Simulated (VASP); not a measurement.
# Ti (P6_3/mmc) in VASP: single point with PBEsol

Aim: the single point of Ti with PBEsol.

All numbers are computed with VASP 6.6.1; they aren't measurements. Logs are shortened: lines on timing, memory, paths and dates and some standing lists are left out, and cuts for length are marked.

### Step 1. The cell of the first run

The structure is hexagonal, space group P6_3/mmc (No. 194). Conventional cell: a = 2.900 Å, b = 2.900 Å, c = 4.591 Å, α = 90.00°, β = 90.00°, γ = 120.00°. Within 3.7 Å of Ti (site symmetry -6m2) lie 12 Ti at 2.84 to 2.90 Å.

### Step 2. Single point, PBEsol

INCAR

```
SYSTEM = Ti
PREC = Accurate ; ENCUT = 520
EDIFF = 1E-6 ; ISMEAR = 0
SIGMA = 0.1 ; LREAL = .False.
LASPH = .True. ; NELM = 80
ALGO = Fast ; ISIF = 2
LWAVE = .False. ; LCHARG = .False.
GGA = PS ; NBANDS = 19
```

KPOINTS

```
regular mesh
0
Gamma
  18 18 10
  0 0 0
```

POSCAR

```
Ti
1.0
    2.8999670177      0.0000000000      0.0000000000
   -1.4499835088      2.5114451074      0.0000000000
    0.0000000000      0.0000000000      4.5905806277
Ti
2
Direct
    0.3333333333      0.6666666667      0.2500000000
    0.6666666667      0.3333333333      0.7500000000
```

Potentials or basis: VASP PAW PBE potentials, release 64 (Ti_sv).

Command:

```sh
cat potpaw_PBE.64/Ti_sv/POTCAR > POTCAR
mpirun -np 1 vasp_std > vasp.out
```

OUTCAR:

```text
SYSTEM = Ti
   PREC = Accurate
   ENCUT = 520
   EDIFF = 1E-6
   ISMEAR = 0
   LREAL = .False.
   LASPH = .True.
   NELM = 80
   ISIF = 2
   GGA = PS

 ion  position               nearest neighbor table
   1  0.333  0.667  0.250-   2 2.84   2 2.84   2 2.84   2 2.84   2 2.84   2 2.84
   2  0.667  0.333  0.750-   1 2.84   1 2.84   1 2.84   1 2.84   1 2.84   1 2.84

  LATTYP: Found a hexagonal cell.
 ALAT       =     2.8999670177
 C/A-ratio  =     1.5829768407

  Lattice vectors:

 A1 = (   2.8999670177,   0.0000000000,   0.0000000000)
 A2 = (  -1.4499835088,   2.5114451074,   0.0000000000)
 A3 = (   0.0000000000,   0.0000000000,   4.5905806277)

Analysis of symmetry for initial positions (statically):
=====================================================================
 Subroutine PRICEL returns:
 Original cell was already a primitive cell.

 Routine SETGRP: Setting up the symmetry group for a
 hexagonal supercell.

 Subroutine GETGRP returns: Found 24 space group operations
 (whereof 12 operations were pure point group operations)
 out of a pool of 24 trial point group operations.

The static configuration has the point symmetry D_3d.
 The point group associated with its full space group is D_6h.

Analysis of symmetry for dynamics (positions and initial velocities):
=====================================================================
 Subroutine PRICEL returns:
 Original cell was already a primitive cell.

 Routine SETGRP: Setting up the symmetry group for a
 hexagonal supercell.

 Subroutine GETGRP returns: Found 24 space group operations
 (whereof 12 operations were pure point group operations)
 out of a pool of 24 trial point group operations.

The dynamic configuration has the point symmetry D_3d.
 The point group associated with its full space group is D_6h.

 Subroutine INISYM returns: Found 24 space group operations
 (whereof 12 operations are pure point group operations),
 and found     1 'primitive' translations

----------------------------------------------------------------------------------------

                                     Primitive cell

  volume of cell :      33.4337

  direct lattice vectors                    reciprocal lattice vectors
     2.899967018  0.000000000  0.000000000     0.344831508  0.199088564  0.000000000
    -1.449983509  2.511445107  0.000000000     0.000000000  0.398177128  0.000000000
     0.000000000  0.000000000  4.590580628     0.000000000  0.000000000  0.217837368

  length of vectors
     2.899967018  2.899967018  4.590580628     0.398177128  0.398177128  0.217837368

  position of ions in fractional coordinates (direct lattice)
     0.333333333  0.666666667  0.250000000
     0.666666667  0.333333333  0.750000000

  ion indices of the primitive-cell ions
   primitive index   ion index
                 1           1
                 2           2

----------------------------------------------------------------------------------------

 KPOINTS: regular mesh

Automatic generation of k-mesh.
 Grid dimensions read from file:
 generate k-points for:   18   18   10

 Generating k-lattice:

  Cartesian coordinates                     Fractional coordinates (reciprocal lattice)
     0.019157306  0.011060476  0.000000000     0.055555556  0.000000000  0.000000000
     0.000000000  0.022120952  0.000000000     0.000000000  0.055555556  0.000000000
     0.000000000  0.000000000  0.021783737     0.000000000  0.000000000  0.100000000

  Length of vectors
     0.022120952  0.022120952  0.021783737

  Shift w.r.t. Gamma in fractional coordinates (k-lattice)
     0.000000000  0.000000000  0.000000000

 Subroutine IBZKPT returns following result:
 ===========================================

 Found    222 irreducible k-points:

 Following reciprocal coordinates:
            Coordinates               Weight
  0.000000  0.000000  0.000000      1.000000
  0.055556 -0.000000  0.000000      6.000000
  0.111111 -0.000000  0.000000      6.000000
  0.166667 -0.000000  0.000000      6.000000
  0.222222 -0.000000  0.000000      6.000000
  0.277778  0.000000  0.000000      6.000000
[... 16 lines left out ...]
  0.333333  0.111111  0.000000     12.000000
  0.388889  0.111111  0.000000     12.000000
 [... further k-points ...]
   k-points           NKPTS =    222   k-points in BZ     NKDIM =    222   number of bands    NBANDS=     19
   number of dos      NEDOS =    301   number of ions     NIONS =      2
   total plane-waves  NPLWV =  20736
   dimension x,y,z NGX =    24 NGY =   24 NGZ =   36
   dimension x,y,z NGXF=    48 NGYF=   48 NGZF=   72
   ions per type =               2
   NGX,Y,Z   is equivalent  to a cutoff of  13.76, 13.76, 13.04 a.u.
   NGXF,Y,Z  is equivalent  to a cutoff of  27.52, 27.52, 26.07 a.u.
 SYSTEM =  Ti
   PREC   = accura    normal or accurate (medium, high low for compatibility)
   ISTART =      0    job   : 0-new  1-cont  2-samecut
   ICHARG =      2    charge: 1-file 2-atom 10-const
   ISPIN  =      1    spin polarized calculation?
   LNONCOLLINEAR =      F non collinear calculations
   LSORBIT =      F    spin-orbit coupling
   LASPH  =      T    aspherical Exc in radial PAW
   ENCUT  =  520.0 eV  38.22 Ry    6.18 a.u.   5.39  5.39  8.54*2*pi/ulx,y,z
   NELM   =     80;   NELMIN=  2; NELMDL= -5     # of ELM steps
   EDIFF  = 0.1E-05   stopping-criterion for ELM
   LREAL  =      F    real-space projection
   EDIFFG = 0.1E-04   stopping-criterion for IOM
   NSW    =      0    number of steps for IOM
   IBRION =     -1    ionic relax: 0-MD 1-quasi-New 2-CG
   NFREE  =      0    steps in history (QN), initial steepest desc. (CG)
   ISIF   =      2    stress and relaxation
   ISYM   =      2    0-nonsym 1-usesym 2-fastsym
   POTIM  = 0.5000    time-step for ionic-motion
   TEBEG  =    0.0;   TEEND  =   0.0 temperature during run
   PSTRESS=    0.0 pullay stress
   NELECT =      24.0000    total number of electrons
   NUPDOWN=      -1.0000    fix difference up-down
   EMIN   =  10.00;   EMAX   =-10.00  energy-range for DOS
   EFERMI =   0.00;   METHOD = LEGACY
   ISMEAR =     0;   SIGMA  =   0.10  broadening in eV -4-tet -1-fermi 0-gaus
   EFERMI_NEDOS =   21; number of points for ismear=-14 and -15
   IALGO  =     68    algorithm
   IMIX   =      4    mixing-type and parameters
     AMIX     =   0.40;   BMIX     =  1.00
     AMIX_MAG =   1.60;   BMIX_MAG =  1.00
  volume/ion in A,a.u.               =      16.72       112.81
  Fermi-wavevector in a.u.,A,eV,Ry     =   1.465831  2.770018 29.234286  2.148659
  Thomas-Fermi vector in A             =   2.581641
   LORBIT       =      0    0 simple, 1 ext, 2 COOP (PROOUT), +10 PAW based schemes
   GGA     = PS    functional components
   LHFCALC =     F    Hartree Fock is set to
   AEXX    =    0.0000 exact exchange contribution
   IVDW    =     0    specifies the selected vdW correction
   LEPSILON=     F    determine dielectric tensor
   LRPA    =     F    only Hartree local field effects (RPA)
 non-spin polarized calculation
 RMM-DIIS sequential band-by-band and
 Gauss-broadening in eV      SIGMA  =   0.10
  energy-cutoff  :      520.00
  volume of cell :       33.43
 maximum number of plane-waves:       929
 NGX is ok and might be reduce to    24
   NGX = 11   NGY = 11   NGZ = 17

 number of electron      23.9999999 magnetization

 Free energy of the ion-electron system (eV)
  ---------------------------------------------------
  ext. energy  EPLUGINS =         0.00000000
  ---------------------------------------------------
  free energy    TOTEN  =       -16.68405583 eV

  energy without entropy =      -16.67487343  energy(sigma->0) =      -16.67946463

 E-fermi :   8.6253     XC(G=0): -11.8195

 val. band max:        8.6124287773   @ k =   0.0000   0.0000   0.4000
 cond. band min:       8.6314155222   @ k =   0.2778   0.2778   0.4000
 fundamental gap:      0.0189867449
 Fermi energy:         8.6253183365

 k-point     1 :       0.0000    0.0000    0.0000
  band No.  band energies     occupation
      1     -47.9494      2.00000
      2     -47.7861      2.00000
      3     -24.6888      2.00000
      4     -23.9553      2.00000
      5     -23.9553      2.00000
      6     -23.8752      2.00000
[... 11 lines left out ...]
     18      10.2991      0.00000
     19      11.9244      0.00000

 k-point     2 :       0.0556   -0.0000    0.0000
  band No.  band energies     occupation
      1     -47.9457      2.00000
      2     -47.7847      2.00000
      3     -24.6810      2.00000
      4     -23.9714      2.00000
      5     -23.9607      2.00000
      6     -23.8784      2.00000
[... 11 lines left out ...]
     18      10.2466      0.00000
     19      11.9533      0.00000

 k-point     3 :       0.1111   -0.0000    0.0000
  band No.  band energies     occupation
      1     -47.9352      2.00000
      2     -47.7806      2.00000
      3     -24.6580      2.00000
      4     -24.0179      2.00000
      5     -23.9760      2.00000
      6     -23.9052      2.00000
[... 11 lines left out ...]
     18      10.1667      0.00000
     19      12.0259      0.00000

 k-point     4 :       0.1667   -0.0000    0.0000
  band No.  band energies     occupation
      1     -47.9187      2.00000
      2     -47.7747      2.00000
      3     -24.6213      2.00000
      4     -24.0896      2.00000
      5     -23.9988      2.00000
      6     -23.9773      2.00000
[... 11 lines left out ...]
     18      10.4358      0.00000
     19      12.1145      0.00000

 k-point     5 :       0.2222   -0.0000    0.0000
  band No.  band energies     occupation
      1     -47.8978      2.00000
      2     -47.7679      2.00000
      3     -24.5734      2.00000
      4     -24.1782      2.00000
      5     -24.0635      2.00000
      6     -24.0260      2.00000
[... 11 lines left out ...]
     18      10.7842      0.00000
     19      12.1984      0.00000
[... 334 lines left out ...]
      2     -47.7600      2.00000
      3     -24.4991      2.00000
      4     -24.2691      2.00000
      5     -24.1991      2.00000
      6     -24.0502      2.00000
[... 11 lines left out ...]
     18      11.5440      0.00000
     19      12.2126      0.00000

 k-point    22 :       0.2778    0.1111    0.0000
  band No.  band energies     occupation
      1     -47.8447      2.00000
      2     -47.7563      2.00000
      3     -24.4406      2.00000
      4     -24.3526      2.00000
      5     -24.2549      2.00000
      6     -24.0911      2.00000
[... 11 lines left out ...]
     18      12.0409      0.00000
     19      12.2460      0.00000

 k-point    23 :       0.3333    0.1111    0.0000
  band No.  band energies     occupation
      1     -47.8245      2.00000
      2     -47.7551      2.00000
      3     -24.4208      2.00000
      4     -24.3838      2.00000
      5     -24.2997      2.00000
      6     -24.1243      2.00000
[... 11 lines left out ...]
     18      12.2684      0.00000
     19      12.5544      0.00000

 k-point    24 :       0.3889    0.1111    0.0000
  band No.  band energies     occupation
      1     -47.8096      2.00000
      2     -47.7561      2.00000
      3     -24.4651      2.00000
      4     -24.3379      2.00000
      5     -24.3289      2.00000
      6     -24.1456      2.00000
[... 11 lines left out ...]
     18      12.2809      0.00000
     19      13.0710      0.00000

 [... further k-points ...]
[... 5 lines left out ...]
  --------------------------------------------------------------------------------------
  -------------------------------------------------------------------------------------
  Total       -0.0627949     -0.0627949     -0.0686744     -0.0000000      0.0000000      0.0000000
  in kB       -3.0091967     -3.0091967     -3.2909484     -0.0000000      0.0000000      0.0000000
  external PRESSURE =      -3.1031139 kB  Pullay stress =       0.0000000 kB

 VOLUME and BASIS-vectors are now :
 -----------------------------------------------------------------------------
  energy-cutoff  :      520.00
  volume of cell :       33.43
      direct lattice vectors                 reciprocal lattice vectors
     2.899967018  0.000000000  0.000000000     0.344831508  0.199088564  0.000000000
    -1.449983509  2.511445107  0.000000000     0.000000000  0.398177128  0.000000000
     0.000000000  0.000000000  4.590580628     0.000000000  0.000000000  0.217837368

 POSITION                                       TOTAL-FORCE (eV/Angst)
 -----------------------------------------------------------------------------------
     -0.00000      1.67430      1.14765         0.000000     -0.000000      0.000000
      1.44998      0.83715      3.44294        -0.000000      0.000000      0.000000
 -----------------------------------------------------------------------------------
    total drift:                               -0.000000      0.000000     -0.000000

  FREE ENERGIE OF THE ION-ELECTRON SYSTEM (eV)
  ---------------------------------------------------
  free  energy   TOTEN  =       -16.6840558270 eV

  energy  without entropy=      -16.6748734310  energy(sigma->0) =      -16.67946463
```

It took 2.2 min on 1 thread of Intel Xeon 6975P-C (Granite Rapids), shared host; peak memory 0.24 GiB.

What came out:

```
Free energy            : -16.6841 eV
Pressure               : -0.3 GPa
Band gap on the k mesh : zero (band 12 reaches 9.41 eV, above the bottom of band 13 at 8.29 eV)
```

Levels at points of the mesh, in eV from the Fermi level:
| k point | band 8 | band 9 | band 10 | band 11 | band 12 | band 13 | band 14 | band 15 | band 16 | band 17 |
| --- | --- | --- | --- | --- | --- | --- | --- | --- | --- | --- |
| (0.00, 0.00, 0.00) | -32.47 | -6.31 | -2.80 | 0.78 | 0.78 | 0.89 | 0.91 | 1.31 | 1.31 | 1.67 |
| (0.50, 0.00, 0.00) | -32.55 | -2.41 | -2.29 | -1.96 | -0.59 | 0.46 | 0.65 | 1.23 | 3.51 | 3.75 |
| (0.00, 0.00, 0.50) | -32.52 | -4.40 | -4.40 | 0.08 | 0.08 | 0.68 | 0.68 | 0.68 | 0.68 | 2.93 |
| (0.50, 0.00, 0.50) | -32.65 | -2.66 | -2.66 | -0.87 | -0.87 | 1.43 | 1.43 | 1.79 | 1.79 | 3.66 |

Caveat: the PAW data sets were made with another functional, which shifts forces and pressure a little.
